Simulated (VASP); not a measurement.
# Sb in VASP: single point with PBE+D3(BJ)

Aim: the single point of Sb with PBE+D3(BJ).

Program: VASP 6.6.1. These are calculated values, not measurements. Logs are shortened: lines on timing, memory, paths and dates and some standing lists are left out, and cuts for length are marked.

## (1) The cell of the first run

The cell holds a sheet with vacuum, 2 atoms: a = 4.069 Å, b = 4.069 Å, c = 27.100 Å, α = 90.00°, β = 90.00°, γ = 120.00°.

## (2) Single point, PBE+D3(BJ)

File INCAR:

```
PREC = Accurate
ENCUT = 400
EDIFF = 1E-6
ISMEAR = 0
SIGMA = 0.03
LREAL = F
LASPH = T
NELM = 120
ALGO = Normal
ISIF = 2
LWAVE = F
LCHARG = F
LDIPOL = T
IDIPOL = 3
DIPOL = 0.5 0.5 0.289
GGA = PE
IVDW = 12
NBANDS = 22
GGA_COMPAT = F
NELMDL = -8
```

File KPOINTS:

```
regular mesh
0
Gamma
  12 12 1
```

File POSCAR:

```
Sb
1.0
    4.0685005372      0.0000000000      0.0000000000
   -2.0342502686      3.5234248206      0.0000000000
    0.0000000000      0.0000000000     27.1000000030
Sb
2
Direct
    0.3333333333      0.6666666667      0.2583030261
    0.6666666667      0.3333333333      0.3191877487
```

Potentials or basis: VASP PAW PBE potentials, release 64 (Sb_d_GW).

Command:

```bash
> cat potpaw_PBE.64/Sb_d_GW/POTCAR > POTCAR
> mpirun -np 1 vasp_std > vasp.out
```

OUTCAR:

```text
PREC = Accurate
   ENCUT = 400
   EDIFF = 1E-6
   ISMEAR = 0
   LREAL = F
   LASPH = T
   NELM = 120
   ISIF = 2
   GGA = PE
   IVDW = 12
   NELMDL = -8
 IVDW          = 12

 ion  position               nearest neighbor table
   1  0.333  0.667  0.258-   2 2.87   2 2.87   2 2.87
   2  0.667  0.333  0.319-   1 2.87   1 2.87   1 2.87

  LATTYP: Found a hexagonal cell.
 ALAT       =     4.0685005372
 C/A-ratio  =     6.6609306685

  Lattice vectors:

 A1 = (   4.0685005372,   0.0000000000,   0.0000000000)
 A2 = (  -2.0342502686,   3.5234248206,   0.0000000000)
 A3 = (   0.0000000000,   0.0000000000,  27.1000000030)

Analysis of symmetry for initial positions (statically):
=====================================================================
 Subroutine PRICEL returns:
 Original cell was already a primitive cell.

 Routine SETGRP: Setting up the symmetry group for a
 hexagonal supercell.

 Subroutine GETGRP returns: Found 12 space group operations
 (whereof  6 operations were pure point group operations)
 out of a pool of 24 trial point group operations.

The static configuration has the point symmetry C_3v.
 The point group associated with its full space group is D_3d.

Analysis of symmetry for dynamics (positions and initial velocities):
=====================================================================
 Subroutine PRICEL returns:
 Original cell was already a primitive cell.

 Routine SETGRP: Setting up the symmetry group for a
 hexagonal supercell.

 Subroutine GETGRP returns: Found 12 space group operations
 (whereof  6 operations were pure point group operations)
 out of a pool of 24 trial point group operations.

The dynamic configuration has the point symmetry C_3v.
 The point group associated with its full space group is D_3d.

 Subroutine INISYM returns: Found 12 space group operations
 (whereof  6 operations are pure point group operations),
 and found     1 'primitive' translations

----------------------------------------------------------------------------------------

                                     Primitive cell

  volume of cell :     388.4800

  direct lattice vectors                    reciprocal lattice vectors
     4.068500537  0.000000000  0.000000000     0.245790800  0.141907384  0.000000000
    -2.034250269  3.523424821  0.000000000     0.000000000  0.283814769  0.000000000
     0.000000000  0.000000000 27.100000003     0.000000000  0.000000000  0.036900369

  length of vectors
     4.068500537  4.068500537 27.100000003     0.283814769  0.283814769  0.036900369

  position of ions in fractional coordinates (direct lattice)
     0.333333333  0.666666667  0.258303026
     0.666666667  0.333333333  0.319187749

  ion indices of the primitive-cell ions
   primitive index   ion index
                 1           1
                 2           2

----------------------------------------------------------------------------------------

 KPOINTS: regular mesh

Automatic generation of k-mesh.
 Grid dimensions read from file:
 generate k-points for:   12   12    1

 Generating k-lattice:

  Cartesian coordinates                     Fractional coordinates (reciprocal lattice)
     0.020482567  0.011825615  0.000000000     0.083333333  0.000000000  0.000000000
     0.000000000  0.023651231  0.000000000     0.000000000  0.083333333  0.000000000
     0.000000000  0.000000000  0.036900369     0.000000000  0.000000000  1.000000000

  Length of vectors
     0.023651231  0.023651231  0.036900369

  Shift w.r.t. Gamma in fractional coordinates (k-lattice)
     0.000000000  0.000000000  0.000000000

 Subroutine IBZKPT returns following result:
 ===========================================

 Found     19 irreducible k-points:

 Following reciprocal coordinates:
            Coordinates               Weight
  0.000000  0.000000  0.000000      1.000000
  0.083333 -0.000000  0.000000      6.000000
  0.166667 -0.000000  0.000000      6.000000
  0.250000 -0.000000  0.000000      6.000000
  0.333333 -0.000000  0.000000      6.000000
  0.416667 -0.000000  0.000000      6.000000
[... 11 lines left out ...]
  0.333333  0.250000  0.000000     12.000000
  0.333333  0.333333  0.000000      2.000000
   k-points           NKPTS =     19   k-points in BZ     NKDIM =     19   number of bands    NBANDS=     22
   number of dos      NEDOS =    301   number of ions     NIONS =      2
   total plane-waves  NPLWV = 141120
   dimension x,y,z NGX =    28 NGY =   28 NGZ =  180
   dimension x,y,z NGXF=    56 NGYF=   56 NGZF=  360
   ions per type =               2
   NGX,Y,Z   is equivalent  to a cutoff of  11.44, 11.44, 11.04 a.u.
   NGXF,Y,Z  is equivalent  to a cutoff of  22.88, 22.88, 22.08 a.u.
 SYSTEM =  unknown system
   PREC   = accura    normal or accurate (medium, high low for compatibility)
   ISTART =      0    job   : 0-new  1-cont  2-samecut
   ICHARG =      2    charge: 1-file 2-atom 10-const
   ISPIN  =      1    spin polarized calculation?
   LNONCOLLINEAR =      F non collinear calculations
   LSORBIT =      F    spin-orbit coupling
   LASPH  =      T    aspherical Exc in radial PAW
   ENCUT  =  400.0 eV  29.40 Ry    5.42 a.u.   6.63  6.63 44.19*2*pi/ulx,y,z
   NELM   =    120;   NELMIN=  2; NELMDL= -8     # of ELM steps
   EDIFF  = 0.1E-05   stopping-criterion for ELM
   LREAL  =      F    real-space projection
   EDIFFG = 0.1E-04   stopping-criterion for IOM
   NSW    =      0    number of steps for IOM
   IBRION =     -1    ionic relax: 0-MD 1-quasi-New 2-CG
   NFREE  =      0    steps in history (QN), initial steepest desc. (CG)
   ISIF   =      2    stress and relaxation
   ISYM   =      2    0-nonsym 1-usesym 2-fastsym
   POTIM  = 0.5000    time-step for ionic-motion
   TEBEG  =    0.0;   TEEND  =   0.0 temperature during run
   PSTRESS=    0.0 pullay stress
   NELECT =      30.0000    total number of electrons
   NUPDOWN=      -1.0000    fix difference up-down
   EMIN   =  10.00;   EMAX   =-10.00  energy-range for DOS
   EFERMI =   0.00;   METHOD = LEGACY
   ISMEAR =     0;   SIGMA  =   0.03  broadening in eV -4-tet -1-fermi 0-gaus
   EFERMI_NEDOS =   21; number of points for ismear=-14 and -15
   IALGO  =     38    algorithm
   IMIX   =      4    mixing-type and parameters
     AMIX     =   0.40;   BMIX     =  1.00
     AMIX_MAG =   1.60;   BMIX_MAG =  1.00
  volume/ion in A,a.u.               =     194.24      1310.80
  Fermi-wavevector in a.u.,A,eV,Ry     =   0.697149  1.317421  6.612662  0.486017
  Thomas-Fermi vector in A             =   1.780397
   LORBIT       =      0    0 simple, 1 ext, 2 COOP (PROOUT), +10 PAW based schemes
   GGA     = PE    functional components
   LHFCALC =     F    Hartree Fock is set to
   AEXX    =    0.0000 exact exchange contribution
   IVDW    =    12    specifies the selected vdW correction
   LEPSILON=     F    determine dielectric tensor
   LRPA    =     F    only Hartree local field effects (RPA)
 non-spin polarized calculation
 Gauss-broadening in eV      SIGMA  =   0.03
  energy-cutoff  :      400.00
  volume of cell :      388.48
 maximum number of plane-waves:      7125
 NGX is ok and might be reduce to    28
   NGX = 13   NGY = 13   NGZ = 89

 dipolmoment           0.000000      0.000000     -0.000001 electrons x Angstroem

 number of electron      29.9999964 magnetization

 dipolmoment           0.000000      0.000000      0.000000 electrons x Angstroem

 Free energy of the ion-electron system (eV)
  ---------------------------------------------------
  ext. energy  EPLUGINS =         0.00000000
  ---------------------------------------------------
  free energy    TOTEN  =        -8.14666266 eV

  energy without entropy =       -8.14666266  energy(sigma->0) =       -8.14666266

 E-fermi :  -3.0088     XC(G=0):  -2.0738

 val. band max:       -3.2294542772   @ k =   0.0000   0.0000   0.0000
 cond. band min:      -2.0469569979   @ k =   0.3333  -0.0000   0.0000
 fundamental gap:      1.1824972792
 Fermi energy:        -3.0088180943

 k-point     1 :       0.0000    0.0000    0.0000
  band No.  band energies     occupation
      1     -31.8990      2.00000
      2     -31.8990      2.00000
      3     -31.8231      2.00000
      4     -31.8231      2.00000
      5     -31.7787      2.00000
      6     -31.7113      2.00000
[... 14 lines left out ...]
     21       1.6273      0.00000
     22       1.9151      0.00000

 k-point     2 :       0.0833   -0.0000    0.0000
  band No.  band energies     occupation
      1     -31.8984      2.00000
      2     -31.8953      2.00000
      3     -31.8226      2.00000
      4     -31.8207      2.00000
      5     -31.7776      2.00000
      6     -31.7129      2.00000
[... 14 lines left out ...]
     21       1.7112      0.00000
     22       2.0018      0.00000

 k-point     3 :       0.1667   -0.0000    0.0000
  band No.  band energies     occupation
      1     -31.8970      2.00000
      2     -31.8845      2.00000
      3     -31.8214      2.00000
      4     -31.8140      2.00000
      5     -31.7741      2.00000
      6     -31.7176      2.00000
[... 14 lines left out ...]
     21       1.9549      0.00000
     22       2.2489      0.00000
[... 351 lines left out ...]
 k-point    18 :       0.3333    0.2500    0.0000
  band No.  band energies     occupation
      1     -31.8906      2.00000
      2     -31.8093      2.00000
      3     -31.7940      2.00000
      4     -31.7759      2.00000
      5     -31.7703      2.00000
      6     -31.7421      2.00000
[... 14 lines left out ...]
     21       3.7875      0.00000
     22       4.2792      0.00000

 k-point    19 :       0.3333    0.3333    0.0000
  band No.  band energies     occupation
      1     -31.8904      2.00000
      2     -31.7924      2.00000
      3     -31.7924      2.00000
      4     -31.7922      2.00000
      5     -31.7561      2.00000
      6     -31.7561      2.00000
[... 14 lines left out ...]
     21       4.1223      0.00000
     22       4.6651      0.00000

------------------------ aborting loop because EDIFF is reached ----------------------------------------

 vacuum level on the upper side and lower side of the slab       (xc-potential included)        -0.009        -0.009

 Edisp (eV)   -0.47323

 E8    (eV) :    -0.2355

  FORCE on cell =-STRESS in cart. coord.  units (eV):
  Direction    XX          YY          ZZ          XY          YZ          ZX
  --------------------------------------------------------------------------------------
  -------------------------------------------------------------------------------------
  Total      -0.12776    -0.12776    -0.11351     0.00000    -0.00000     0.00000
  in kB      -0.52689    -0.52689    -0.46812     0.00000    -0.00000     0.00000
  external pressure =       -0.51 kB  Pullay stress =        0.00 kB

 VOLUME and BASIS-vectors are now :
 -----------------------------------------------------------------------------
  energy-cutoff  :      400.00
  volume of cell :      388.48
      direct lattice vectors                 reciprocal lattice vectors
     4.068500537  0.000000000  0.000000000     0.245790800  0.141907384  0.000000000
    -2.034250269  3.523424821  0.000000000     0.000000000  0.283814769  0.000000000
     0.000000000  0.000000000 27.100000003     0.000000000  0.000000000  0.036900369

 POSITION                                       TOTAL-FORCE (eV/Angst)
 -----------------------------------------------------------------------------------
     -0.00000      2.34895      7.00001         0.000000     -0.000000     -0.003197
      2.03425      1.17447      8.64999        -0.000000      0.000000      0.003197
 -----------------------------------------------------------------------------------
    total drift:                               -0.000000     -0.000000      0.000146

  FREE ENERGIE OF THE ION-ELECTRON SYSTEM (eV)
  ---------------------------------------------------
  free  energy   TOTEN  =        -8.6198946033 eV

  energy  without entropy=       -8.6198946033  energy(sigma->0) =       -8.61989460

 vacuum level on the upper side and lower side of the slab         1.462         1.462
```

Wall time 3.2 min (1 thread of Intel Xeon Platinum 8259CL at 2.50GHz (Skylake/Cascade Lake), shared host); peak memory 0.43 GiB.

What came out:

```
Free energy                : -8.6199 eV
Largest force              : 0.003 eV/Å
Band gap on the k mesh     : 1.18 eV (least direct gap 1.66 eV)
Dispersion energy per atom : -0.237 eV
```

Forces in eV/Å, atoms in the order of the input:
```
Sb   0.000  0.000 -0.003
Sb   0.000  0.000  0.003
```

Caveat: spin-orbit coupling is left out, which moves the levels of the heavy elements.
